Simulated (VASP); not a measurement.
# ZrS2 (P-3m1) in VASP: settings compared, part 2 of 2

VASP 6.6.1. The steps go on from the part before.

### Step 4. Single point, PBE

The input, INCAR:

```
SYSTEM = ZrS2
ALGO     = Normal         ! electronic algorithm
EDIFF    = 1E-6           ! SCF threshold, eV
ENCUT    = 500            ! plane-wave cutoff, eV
GGA      = PE             ! functional
GGA_COMPAT= .FALSE.      
ISIF     = 2              ! what is computed and relaxed
ISMEAR   = 0              ! smearing method
LASPH    = .TRUE.         ! aspherical terms in the spheres
LCHARG   = .TRUE.         ! write CHGCAR
LELF     = .TRUE.         ! ELF
LREAL    = .FALSE.        ! projectors in reciprocal space
LVHAR    = .TRUE.       
LWAVE    = .FALSE.        ! write WAVECAR
NBANDS   = 19             ! bands
NELM     = 120            ! most SCF steps
PREC     = Accurate       ! precision mode
SIGMA    = 0.01           ! smearing width, eV
```

The input, KPOINTS:

```
k-points
0
G
  6 6 2
  0 0 0
```

The input, POSCAR:

```
ZrS2
1.0
    3.6743619249      0.0000000000      0.0000000000
   -1.8371809625      3.1820907696      0.0000000000
    0.0000000000      0.0000000000      5.8571358083
Zr S
1 2
Direct
    0.0000000000      0.0000000000      0.0000000000
    0.6666666667      0.3333333333      0.7537648221
    0.3333333333      0.6666666667      0.2462351779
```

Potentials or basis: VASP PAW PBE potentials, release 64 (Zr_sv, S).

Launch:

```sh
> cat potpaw_PBE.64/Zr_sv/POTCAR potpaw_PBE.64/S/POTCAR > POTCAR
> mpirun -np 1 vasp_std > vasp.out
```

OUTCAR:

```text
SYSTEM = ZrS2
   EDIFF = 1E-6
   ENCUT = 500
   GGA = PE
   ISIF = 2
   ISMEAR = 0
   LASPH = .TRUE.
   LREAL = .FALSE.
   NELM = 120
   PREC = Accurate

 ion  position               nearest neighbor table
   1  0.000  0.000  0.000-   2 2.57   3 2.57   3 2.57   2 2.57   2 2.57   3 2.57
   2  0.667  0.333  0.754-   1 2.57   1 2.57   1 2.57
   3  0.333  0.667  0.246-   1 2.57   1 2.57   1 2.57

  LATTYP: Found a hexagonal cell.
 ALAT       =     3.6743619249
 C/A-ratio  =     1.5940552205

  Lattice vectors:

 A1 = (   3.6743619249,   0.0000000000,   0.0000000000)
 A2 = (  -1.8371809625,   3.1820907696,   0.0000000000)
 A3 = (   0.0000000000,   0.0000000000,   5.8571358083)

Analysis of symmetry for initial positions (statically):
=====================================================================
 Subroutine PRICEL returns:
 Original cell was already a primitive cell.

 Routine SETGRP: Setting up the symmetry group for a
 hexagonal supercell.

 Subroutine GETGRP returns: Found 12 space group operations
 (whereof 12 operations were pure point group operations)
[... 153 lines left out ...]

  energy without entropy =      -21.39223783  energy(sigma->0) =      -21.39223783

 E-fermi :   4.8112     XC(G=0):  -9.5604

 val. band max:        4.6522239168   @ k =   0.0000   0.0000   0.0000
 cond. band min:       5.5333872602   @ k =   0.5000  -0.0000   0.5000
 fundamental gap:      0.8811633434
 Fermi energy:         4.8111801722

 k-point     1 :       0.0000    0.0000    0.0000
  band No.  band energies     occupation
      1     -44.4117      2.00000
      2     -22.4776      2.00000
      3     -22.3203      2.00000
      4     -22.3203      2.00000
      5      -8.1004      2.00000
      6      -6.6012      2.00000
[... 285 lines left out ...]
      6      -6.8065      2.00000
[... 11 lines left out ...]
     18      12.8286      0.00000
     19      13.2529      0.00000

------------------------ aborting loop because EDIFF is reached ----------------------------------------

  FORCE on cell =-STRESS in cart. coord.  units (eV):
  Direction    XX          YY          ZZ          XY          YZ          ZX
  --------------------------------------------------------------------------------------
  -------------------------------------------------------------------------------------
  Total        0.4647000      0.4647000      0.8530777     -0.0000000      0.0000000     -0.0000000
  in kB       10.8718512     10.8718512     19.9581090     -0.0000000      0.0000000     -0.0000000
  external PRESSURE =      13.9006038 kB  Pullay stress =       0.0000000 kB

 VOLUME and BASIS-vectors are now :
 -----------------------------------------------------------------------------
  energy-cutoff  :      500.00
  volume of cell :       68.48
      direct lattice vectors                 reciprocal lattice vectors
     3.674361925  0.000000000  0.000000000     0.272156097  0.157129396  0.000000000
    -1.837180962  3.182090770  0.000000000     0.000000000  0.314258792  0.000000000
     0.000000000  0.000000000  5.857135808     0.000000000  0.000000000  0.170731913

 POSITION                                       TOTAL-FORCE (eV/Angst)
 -----------------------------------------------------------------------------------
      0.00000      0.00000      0.00000        -0.000000      0.000000      0.000000
      1.83718      1.06070      4.41490        -0.000000      0.000000     -0.029980
     -0.00000      2.12139      1.44223         0.000000     -0.000000      0.029980
 -----------------------------------------------------------------------------------
    total drift:                                0.000000     -0.000000      0.000000

  FREE ENERGIE OF THE ION-ELECTRON SYSTEM (eV)
  ---------------------------------------------------
  free  energy   TOTEN  =       -21.3922378277 eV

  energy  without entropy=      -21.3922378277  energy(sigma->0) =      -21.39223783
```

stdout:

```text
POSCAR found type information on POSCAR ZrS
 POSCAR found :  2 types and       3 ions
 scaLAPACK will be used
 LDA part: xc-table for (Slater+PW92), standard interpolation
 POSCAR, INCAR and KPOINTS ok, starting setup
 FFT: planning ... GRIDC
 FFT: planning ... GRID_SOFT
 FFT: planning ... GRID
 WAVECAR not read
 entering main loop
```

Run time: 44 s. Hardware: 1 thread of Intel Xeon 8259CL, shared host; peak memory 0.18 GiB.

What came out:

- Free energy: -21.3922 eV
- Pressure: 1.4 GPa
- Largest force: 0.030 eV/Å
- Band gap on the k mesh: 0.88 eV (least direct gap 1.50 eV)

Forces in eV/Å, atoms in the order of the input:
```
Zr   0.000  0.000  0.000
S    0.000  0.000 -0.030
S    0.000  0.000  0.030
```

Levels at points of the mesh, in eV from the valence-band top:
| k point | band 10 | band 11 | band 12 | band 13 | band 14 | band 15 |
| --- | --- | --- | --- | --- | --- | --- |
| (0.00, 0.00, 0.00) | -0.17 | -0.17 | 0.00 | 1.50 | 1.50 | 2.31 |
| (0.50, 0.00, 0.00) | -2.52 | -1.89 | -1.31 | 1.06 | 3.19 | 3.47 |
| (0.00, 0.00, 0.50) | -1.82 | -0.31 | -0.31 | 1.46 | 1.46 | 2.64 |
| (0.50, 0.00, 0.50) | -2.32 | -1.03 | -0.81 | 0.88 | 3.18 | 3.47 |

Caveat: the k points lie up to 0.54 Å⁻¹ apart; this functional lacks dispersion, which binds the layers, so the pressure and a relaxed spacing across them are unreliable. A k mesh can miss the band edges.
